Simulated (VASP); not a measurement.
# Al30Ga (a cell with a defect) in VASP: further runs

Al30Ga (a cell with a defect) is run at these levels: PBE; tasks: single point.

Program: VASP 6.6.1. These are calculated values, not measurements. Logs are shortened: lines on timing, memory, paths and dates and some standing lists are left out, and cuts for length are marked.

**1. The cell of the first run**

The cell holds a defect, 31 atoms: a = 8.100 Å, b = 8.100 Å, c = 8.100 Å, α = 90.00°, β = 90.00°, γ = 90.00°.

**2. Single point, PBE**

Contents of INCAR:

```
PREC = Accurate
ENCUT = 520
EDIFF = 1E-6
ISMEAR = 0
SIGMA = 0.05
LREAL = Auto
LASPH = T
NELM = 100
ALGO = Normal
ISIF = 2
LWAVE = F
LCHARG = T
GGA = PE
LELF = T
LVHAR = T
NBANDS = 72
```

Contents of KPOINTS:

```
Automatic mesh
0
Gamma
  3 3 3
```

Contents of POSCAR:

```
Al30Ga
1.0
    8.1000000000      0.0000000000      0.0000000000
    0.0000000000      8.1000000000      0.0000000000
    0.0000000000      0.0000000000      8.1000000000
Al Ga
30 1
Direct
    0.5001338272      0.0026227160     -0.0028108642
    0.7473374074      0.2498269136     -0.0028104938
    0.7490600000      0.0009006173      0.2501024691
   -0.0016918519     -0.0008413580      0.0013722222
    0.2484382716      0.2442120988      0.0084090123
    0.5057438272      0.5015196296      0.0084039506
    0.7507993827      0.7516497531      0.0013729630
    0.2484746914     -0.0076887654      0.2501009877
    0.5014767901      0.2484839506      0.2501023457
    0.7576446914      0.5014854321      0.2501024691
    0.5001329630      0.0026232099      0.5030155556
    0.7473366667      0.2498272840      0.5030156790
    0.7482261728      0.0017302469      0.7501024691
    0.0032716049      0.5014122222     -0.0028111111
    0.2485488889      0.7466872840     -0.0028127160
   -0.0039028395      0.2494486420      0.2501019753
    0.2487817284      0.5011783951      0.2501016049
    0.5005125926      0.7538614815      0.2501023457
   -0.0016917284     -0.0008397531      0.4988316049
    0.2484385185      0.2442123457      0.4917940741
    0.5057441975      0.5015211111      0.4917998765
    0.7507996296      0.7516506173      0.4988328395
    0.2510576543      0.0015112346      0.7501019753
    0.7484490123      0.4989012346      0.7501025926
   -0.0003723457      0.7503322222      0.2501028395
    0.0032714815      0.5014118519      0.5030154321
    0.2485483951      0.7466882716      0.5030158025
    0.0010435802      0.2506516049      0.7501023457
    0.4993039506      0.7489101235      0.7501022222
    0.0013161728      0.7486439506      0.7501017284
    0.2937641975      0.4561788889      0.7501009877
```

Potentials or basis: VASP PAW PBE potentials, release 64 (Al, Ga_d).

Started as:

```console
$ cat potpaw_PBE.64/Al/POTCAR potpaw_PBE.64/Ga_d/POTCAR > POTCAR
$ mpirun -np 1 vasp_std > vasp.out
```

OUTCAR:

```text
PREC = Accurate
   ENCUT = 520
   EDIFF = 1E-6
   ISMEAR = 0
   LREAL = Auto
   LASPH = T
   NELM = 100
   ISIF = 2
   GGA = PE

 ion  position               nearest neighbor table
   1  0.500  0.003  0.997-   5 2.83   2 2.83  13 2.84  23 2.84   9 2.86  29 2.87   7 2.87  18 2.87
                             3 2.87   8 2.89  15 2.91
   2  0.747  0.250  0.997-   6 2.83   1 2.83  13 2.84  24 2.84   9 2.86  28 2.87   4 2.87  16 2.87
                             3 2.87  10 2.89  14 2.91
   3  0.749  0.001  0.250-   9 2.84  16 2.84  18 2.84  19 2.85   4 2.85   7 2.85  22 2.85  25 2.87
                             2 2.87   1 2.87  12 2.87  11 2.87
   4  0.998  0.999  0.001-   7 2.84   5 2.84  25 2.85   3 2.85   8 2.86  16 2.86  13 2.87   2 2.87
                            30 2.87  15 2.88  28 2.88  23 2.89
   5  0.248  0.244  0.008-  31 2.73   1 2.83   8 2.83  16 2.83   9 2.83   4 2.84  17 2.86  23 2.87
                            14 2.88  28 2.90   6 2.95
   6  0.506  0.502  0.008-  31 2.73   2 2.83  10 2.83  18 2.83   9 2.83   7 2.84  17 2.86  24 2.87
                            15 2.88  29 2.90   5 2.95
   7  0.751  0.752  0.001-   4 2.84   6 2.84  25 2.85   3 2.85  10 2.86  18 2.86  13 2.87   1 2.87
                            30 2.87  14 2.88  29 2.88  24 2.89
   8  0.248  0.992  0.250-  18 2.81  25 2.81   5 2.83  20 2.83  15 2.86  27 2.86   4 2.86  19 2.86
                             1 2.89  11 2.89   9 2.92  16 2.92
   9  0.501  0.248  0.250-  20 2.83   5 2.83   6 2.83  21 2.83   3 2.84  12 2.86   2 2.86  11 2.86
[... 31 lines left out ...]
  25  1.000  0.750  0.250-   8 2.81  10 2.81  19 2.85   4 2.85  22 2.85   7 2.85  17 2.85   3 2.87
                            26 2.87  27 2.87  14 2.87  15 2.87
  26  0.003  0.501  0.503-  27 2.81  30 2.83  28 2.85  17 2.86  10 2.86  25 2.87  24 2.88  22 2.88
                            20 2.88  16 2.89  12 2.91  31 3.11
  27  0.249  0.747  0.503-  26 2.81  30 2.83  29 2.85  17 2.86   8 2.86  25 2.87  23 2.88  19 2.88
                            21 2.88  18 2.89  11 2.91  31 3.11
  28  0.001  0.251  0.750-  26 2.85  14 2.85  23 2.86   2 2.87  12 2.87  24 2.87  13 2.87  19 2.88
                             4 2.88  31 2.90   5 2.90  20 2.90
  29  0.499  0.749  0.750-  15 2.85  27 2.85  24 2.86   1 2.87  11 2.87  23 2.87  13 2.87  22 2.88
                             7 2.88  31 2.90  21 2.90   6 2.90
  30  0.001  0.749  0.750-  27 2.83  15 2.83  26 2.83  14 2.83   4 2.87  22 2.87  19 2.87   7 2.87
                            23 2.88  24 2.88  13 2.90
  31  0.294  0.456  0.750-  20 2.73   5 2.73  21 2.73   6 2.73  28 2.90  29 2.90  26 3.11  14 3.11
                            15 3.11  27 3.11

  LATTYP: Found a simple cubic cell.
 ALAT       =     8.1000000000

  Lattice vectors:

 A1 = (   8.1000000000,   0.0000000000,   0.0000000000)
 A2 = (   0.0000000000,   8.1000000000,   0.0000000000)
 A3 = (   0.0000000000,   0.0000000000,   8.1000000000)

Analysis of symmetry for initial positions (statically):
=====================================================================
 Subroutine PRICEL returns:
 Original cell was already a primitive cell.

 Routine SETGRP: Setting up the symmetry group for a
 simple cubic supercell.

 Subroutine GETGRP returns: Found  2 space group operations
 (whereof  1 operations were pure point group operations)
 out of a pool of 48 trial point group operations.

The static configuration has the point symmetry C_1 .
 The point group associated with its full space group is C_1h.

Analysis of symmetry for dynamics (positions and initial velocities):
=====================================================================
 Subroutine PRICEL returns:
 Original cell was already a primitive cell.

 Routine SETGRP: Setting up the symmetry group for a
 simple cubic supercell.

 Subroutine GETGRP returns: Found  2 space group operations
 (whereof  1 operations were pure point group operations)
 out of a pool of 48 trial point group operations.

The dynamic configuration has the point symmetry C_1 .
 The point group associated with its full space group is C_1h.

 Subroutine INISYM returns: Found  2 space group operations
 (whereof  1 operations are pure point group operations),
 and found     1 'primitive' translations

----------------------------------------------------------------------------------------

                                     Primitive cell

  volume of cell :     531.4410

  direct lattice vectors                    reciprocal lattice vectors
     8.100000000  0.000000000  0.000000000     0.123456790  0.000000000  0.000000000
     0.000000000  8.100000000  0.000000000     0.000000000  0.123456790  0.000000000
     0.000000000  0.000000000  8.100000000     0.000000000  0.000000000  0.123456790

  length of vectors
     8.100000000  8.100000000  8.100000000     0.123456790  0.123456790  0.123456790

  position of ions in fractional coordinates (direct lattice)
     0.500133827  0.002622716  0.997189136
     0.747337407  0.249826914  0.997189506
     0.749060000  0.000900617  0.250102469
     0.998308148  0.999158642  0.001372222
     0.248438272  0.244212099  0.008409012
     0.505743827  0.501519630  0.008403951
[... 23 lines left out ...]
     0.001316173  0.748643951  0.750101728
     0.293764198  0.456178889  0.750100988

  ion indices of the primitive-cell ions
   primitive index   ion index
                 1           1
                 2           2
                 3           3
                 4           4
                 5           5
                 6           6
[... 23 lines left out ...]
                30          30
                31          31

----------------------------------------------------------------------------------------

 KPOINTS: Automatic mesh

Automatic generation of k-mesh.
 Grid dimensions read from file:
 generate k-points for:    3    3    3

 Generating k-lattice:

  Cartesian coordinates                     Fractional coordinates (reciprocal lattice)
     0.041152263  0.000000000  0.000000000     0.333333333  0.000000000  0.000000000
     0.000000000  0.041152263  0.000000000     0.000000000  0.333333333  0.000000000
     0.000000000  0.000000000  0.041152263     0.000000000  0.000000000  0.333333333

  Length of vectors
     0.041152263  0.041152263  0.041152263

  Shift w.r.t. Gamma in fractional coordinates (k-lattice)
     0.000000000  0.000000000  0.000000000

 Subroutine IBZKPT returns following result:
 ===========================================

 Found     10 irreducible k-points:

 Following reciprocal coordinates:
            Coordinates               Weight
  0.000000  0.000000  0.000000      1.000000
  0.333333  0.000000  0.000000      2.000000
  0.000000  0.333333  0.000000      2.000000
  0.000000  0.000000  0.333333      2.000000
  0.333333  0.333333  0.000000      2.000000
  0.000000  0.333333  0.333333      4.000000
  0.333333  0.000000  0.333333      4.000000
 -0.333333  0.333333  0.000000      2.000000
  0.333333  0.333333  0.333333      4.000000
 -0.333333  0.333333  0.333333      4.000000
   k-points           NKPTS =     10   k-points in BZ     NKDIM =     10   number of bands    NBANDS=     72
   number of dos      NEDOS =    301   number of ions     NIONS =     31
   total plane-waves  NPLWV = 216000
   dimension x,y,z NGX =    60 NGY =   60 NGZ =   60
   dimension x,y,z NGXF=   120 NGYF=  120 NGZF=  120
   ions per type =              30   1
   NGX,Y,Z   is equivalent  to a cutoff of  12.31, 12.31, 12.31 a.u.
   NGXF,Y,Z  is equivalent  to a cutoff of  24.63, 24.63, 24.63 a.u.
 SYSTEM =  unknown system
   PREC   = accura    normal or accurate (medium, high low for compatibility)
   ISTART =      0    job   : 0-new  1-cont  2-samecut
   ICHARG =      2    charge: 1-file 2-atom 10-const
   ISPIN  =      1    spin polarized calculation?
   LNONCOLLINEAR =      F non collinear calculations
   LSORBIT =      F    spin-orbit coupling
   LASPH  =      T    aspherical Exc in radial PAW
   ENCUT  =  520.0 eV  38.22 Ry    6.18 a.u.  15.06 15.06 15.06*2*pi/ulx,y,z
   NELM   =    100;   NELMIN=  2; NELMDL= -5     # of ELM steps
   EDIFF  = 0.1E-05   stopping-criterion for ELM
   LREAL  =      T    real-space projection
   EDIFFG = 0.1E-04   stopping-criterion for IOM
   NSW    =      0    number of steps for IOM
   IBRION =     -1    ionic relax: 0-MD 1-quasi-New 2-CG
   NFREE  =      0    steps in history (QN), initial steepest desc. (CG)
   ISIF   =      2    stress and relaxation
   ISYM   =      2    0-nonsym 1-usesym 2-fastsym
   POTIM  = 0.5000    time-step for ionic-motion
   TEBEG  =    0.0;   TEEND  =   0.0 temperature during run
   PSTRESS=    0.0 pullay stress
   NELECT =     103.0000    total number of electrons
   NUPDOWN=      -1.0000    fix difference up-down
   EMIN   =  10.00;   EMAX   =-10.00  energy-range for DOS
   EFERMI =   0.00;   METHOD = LEGACY
   ISMEAR =     0;   SIGMA  =   0.05  broadening in eV -4-tet -1-fermi 0-gaus
   EFERMI_NEDOS =   21; number of points for ismear=-14 and -15
   IALGO  =     38    algorithm
   IMIX   =      4    mixing-type and parameters
     AMIX     =   0.40;   BMIX     =  1.00
     AMIX_MAG =   1.60;   BMIX_MAG =  1.00
  volume/ion in A,a.u.               =      17.14       115.69
  Fermi-wavevector in a.u.,A,eV,Ry     =   0.947405  1.790335 12.212259  0.897576
  Thomas-Fermi vector in A             =   2.075495
   LORBIT       =      0    0 simple, 1 ext, 2 COOP (PROOUT), +10 PAW based schemes
   GGA     = PE    functional components
   LHFCALC =     F    Hartree Fock is set to
   AEXX    =    0.0000 exact exchange contribution
   IVDW    =     0    specifies the selected vdW correction
   LEPSILON=     F    determine dielectric tensor
   LRPA    =     F    only Hartree local field effects (RPA)
 non-spin polarized calculation
 Gauss-broadening in eV      SIGMA  =   0.05
  energy-cutoff  :      520.00
  volume of cell :      531.44
 maximum number of plane-waves:     14358
   NGX = 31   NGY = 31   NGZ = 31

 number of electron     103.0000007 magnetization

 Free energy of the ion-electron system (eV)
  ---------------------------------------------------
  ext. energy  EPLUGINS =         0.00000000
  ---------------------------------------------------
  free energy    TOTEN  =      -114.99260920 eV

  energy without entropy =     -114.97900246  energy(sigma->0) =     -114.98580583

 E-fermi :   7.4061     XC(G=0): -10.0761

 val. band max:        7.3985160306   @ k =  -0.3333   0.3333   0.3333
 cond. band min:       7.4547794497   @ k =  -0.3333   0.3333   0.3333
 fundamental gap:      0.0562634191
 Fermi energy:         7.4060590119

 k-point     1 :       0.0000    0.0000    0.0000
  band No.  band energies     occupation
      1      -7.3657      2.00000
      2      -7.3620      2.00000
      3      -7.3599      2.00000
      4      -7.3591      2.00000
      5      -7.3438      2.00000
      6      -3.4275      2.00000
[... 649 lines left out ...]
     62       9.2481      0.00000
     63       9.4857      0.00000
 [bands above 63 left out]

------------------------ aborting loop because EDIFF is reached ----------------------------------------

  FORCE on cell =-STRESS in cart. coord.  units (eV):
  Direction    XX          YY          ZZ          XY          YZ          ZX
  --------------------------------------------------------------------------------------
  -------------------------------------------------------------------------------------
  Total       -3.0162010     -3.0157803     -2.8635216      0.8806522      0.0000000      0.0000000
  in kB       -9.0931805     -9.0919120     -8.6328857      2.6549720      0.0000000      0.0000000
  external PRESSURE =      -8.9393261 kB  Pullay stress =       0.0000000 kB

 VOLUME and BASIS-vectors are now :
 -----------------------------------------------------------------------------
  energy-cutoff  :      520.00
  volume of cell :      531.44
      direct lattice vectors                 reciprocal lattice vectors
     8.100000000  0.000000000  0.000000000     0.123456790  0.000000000  0.000000000
     0.000000000  8.100000000  0.000000000     0.000000000  0.123456790  0.000000000
     0.000000000  0.000000000  8.100000000     0.000000000  0.000000000  0.123456790

 POSITION                                       TOTAL-FORCE (eV/Angst)
 -----------------------------------------------------------------------------------
      4.05108      0.02124      8.07723         0.005077     -0.009456     -0.005441
      6.05343      2.02360      8.07724         0.009642     -0.004997     -0.005348
      6.06739      0.00730      2.02583         0.001485     -0.001788     -0.000000
      8.08630      8.09319      0.01111         0.005657     -0.013585      0.007180
      2.01235      1.97812      0.06811         0.034365      0.003722     -0.037784
      4.09653      4.06231      0.06807        -0.003675     -0.034650     -0.037668
[... 23 lines left out ...]
      0.01066      6.06402      6.07582         0.012964     -0.013698     -0.000000
      2.37949      3.69505      6.07582        -0.287645      0.287587     -0.000000
 -----------------------------------------------------------------------------------
    total drift:                               -0.014734      0.015939      0.006418

  FREE ENERGIE OF THE ION-ELECTRON SYSTEM (eV)
  ---------------------------------------------------
  free  energy   TOTEN  =      -114.9926092039 eV

  energy  without entropy=     -114.9790024637  energy(sigma->0) =     -114.98580583
```

Wall time 4.7 min (1 thread of Intel Xeon 6975P-C (Granite Rapids), shared host); peak memory 0.6 GiB.

What came out:

- Free energy: -114.9926 eV
- Pressure: -0.9 GPa
- Largest force: 0.407 eV/Å

Forces in eV/Å, atoms in the order of the input:
```
Al   0.005 -0.009 -0.005
Al   0.010 -0.005 -0.005
Al   0.001 -0.002  0.000
Al   0.006 -0.014  0.007
Al   0.034  0.004 -0.038
Al  -0.004 -0.035 -0.038
Al   0.014 -0.006  0.007
Al   0.004  0.000  0.000
Al   0.015 -0.015  0.000
Al   0.000 -0.004  0.000
Al   0.005 -0.009  0.005
Al   0.010 -0.005  0.005
Al   0.004 -0.004  0.000
Al   0.008 -0.011 -0.001
Al   0.012 -0.008 -0.001
Al   0.024 -0.006  0.000
Al   0.001 -0.001  0.000
Al   0.006 -0.024  0.000
Al   0.006 -0.014 -0.007
Al   0.034  0.004  0.038
Al  -0.004 -0.035  0.038
Al   0.014 -0.006 -0.007
Al   0.006 -0.011  0.000
Al   0.011 -0.007  0.000
Al   0.007 -0.007  0.000
Al   0.008 -0.011  0.001
Al   0.012 -0.008  0.001
Al   0.000 -0.024  0.000
Al   0.024  0.001  0.000
Al   0.013 -0.014  0.000
Ga  -0.288  0.288  0.000
```

Levels at points of the mesh, in eV from the Fermi level:
| k point | band 50 | band 51 | band 52 | band 53 | band 54 | band 55 |
| --- | --- | --- | --- | --- | --- | --- |
| (0.00, 0.00, 0.00) | -0.26 | 0.38 | 0.51 | 0.55 | 0.57 | 0.59 |

**3. Single point, PBE**

Contents of INCAR:

```
ALGO     = Normal         # electronic algorithm
EDIFF    = 1E-6           # SCF threshold, eV
ENCUT    = 520            # plane-wave cutoff, eV
GGA      = PE             # functional
ISIF     = 2              # what is computed and relaxed
ISMEAR   = 0              # smearing method
LASPH    = True           # aspherical terms in the spheres
LCHARG   = True           # write CHGCAR
LELF     = True           # ELF
LREAL    = Auto         
LVHAR    = True         
LWAVE    = False          # write WAVECAR
NBANDS   = 72             # bands
NELM     = 60             # most SCF steps
PREC     = Accurate       # precision mode
SIGMA    = 0.05           # smearing width, eV
```

Contents of KPOINTS:

```
k-points
0
Gamma
  3 3 3
```

Contents of POSCAR:

```
Al30Ga
1.0
    8.1000000000      0.0000000000      0.0000000000
    0.0000000000      8.1000000000      0.0000000000
    0.0000000000      0.0000000000      8.1000000000
Al Ga
30 1
Direct
    0.5010192593     -0.0001951852      0.0011472840
    0.7501383951      0.2486275309      0.0013132099
    0.7503217284     -0.0005374074      0.2505424691
   -0.0007540741     -0.0012971605      0.0017813580
    0.2487085185      0.2506320988      0.0005292593
    0.4995619753      0.5010738272      0.0005270370
    0.7511864198      0.7508029630      0.0017167901
    0.2497361728     -0.0016169136      0.2506932099
    0.5012074074      0.2486138272      0.2505125926
    0.7514937037      0.5001371605      0.2505092593
    0.5011339506     -0.0002774074      0.4998359259
    0.7500298765      0.2486591358      0.4998401235
    0.7497564198      0.0001962963      0.7505233333
    0.0027508642      0.4995562963     -0.0013575309
    0.2502140741      0.7469082716     -0.0012879012
   -0.0022129630      0.2483608642      0.2505951852
    0.2499088889      0.4998851852      0.2504603704
    0.5014061728      0.7519319753      0.2503586420
   -0.0008919753     -0.0012882716      0.4993387654
    0.2485909877      0.2506632099      0.5006209877
    0.4991996296      0.5011686420      0.5004108642
    0.7511590123      0.7508182716      0.4991543210
    0.2491844444     -0.0016429630      0.7505104938
    0.7511654321      0.5005161728      0.7504890123
   -0.0003091358      0.7500392593      0.2503941975
    0.0027350617      0.4995853086      0.5023420988
    0.2500534568      0.7469113580      0.5023532099
    0.0012891358      0.2511753086      0.7504381481
    0.4985828395      0.7485645679      0.7505292593
    0.0017717284      0.7477555556      0.7505222222
    0.4918497531      0.2578397531      0.7504828395
```

Potentials or basis: VASP PAW PBE potentials, release 64 (Al, Ga_d).

Started as:

```console
$ cat potpaw_PBE.64/Al/POTCAR potpaw_PBE.64/Ga_d/POTCAR > POTCAR
$ mpirun -np 1 vasp_std > vasp.out
```

It took 9.6 min on 1 thread of Intel Xeon Platinum 8375C at 2.90GHz (Ice Lake), shared host; peak memory 0.66 GiB.

Results (log left out):

```yaml
Free_energy: -115.0966 eV
Pressure: -1.0 GPa
Largest_force: 0.013 eV/Å
```

Forces on the atoms (eV/Å):
```
Al   0.011 -0.003  0.007
Al   0.001 -0.008  0.001
Al   0.000 -0.001  0.001
Al  -0.005 -0.001  0.001
Al  -0.009  0.003  0.000
Al  -0.010  0.009  0.001
Al   0.000  0.003  0.001
Al  -0.005 -0.003 -0.003
Al   0.003 -0.005  0.001
Al   0.003  0.003  0.002
Al   0.009 -0.003 -0.005
Al   0.000 -0.009 -0.004
Al   0.002 -0.005  0.004
Al   0.004  0.006 -0.004
Al  -0.006 -0.003 -0.004
Al   0.001 -0.005 -0.002
Al  -0.007  0.006  0.002
Al   0.005  0.004  0.003
Al  -0.007 -0.005 -0.005
Al  -0.005  0.001 -0.002
Al  -0.002  0.009  0.001
Al   0.000  0.002 -0.002
Al  -0.011 -0.002  0.001
Al   0.007  0.011 -0.002
Al   0.005 -0.002  0.004
Al   0.003  0.008  0.001
Al  -0.004 -0.001  0.003
Al   0.003  0.003  0.004
Al   0.000 -0.004 -0.003
Al   0.009 -0.003  0.000
Ga   0.003 -0.002 -0.001
```

Stress tensor (GPa, compression positive):
```
-0.89  0.36  0.00
 0.36 -0.90  0.00
 0.00  0.00 -1.24
```

Levels at points of the mesh, in eV from the Fermi level:
```tsv
k point	band 50	band 51	band 52	band 53	band 54	band 55
(0.00, 0.00, 0.00)	-0.24	0.43	0.52	0.52	0.56	0.59
```

(Part 1 of 2 ends here.)
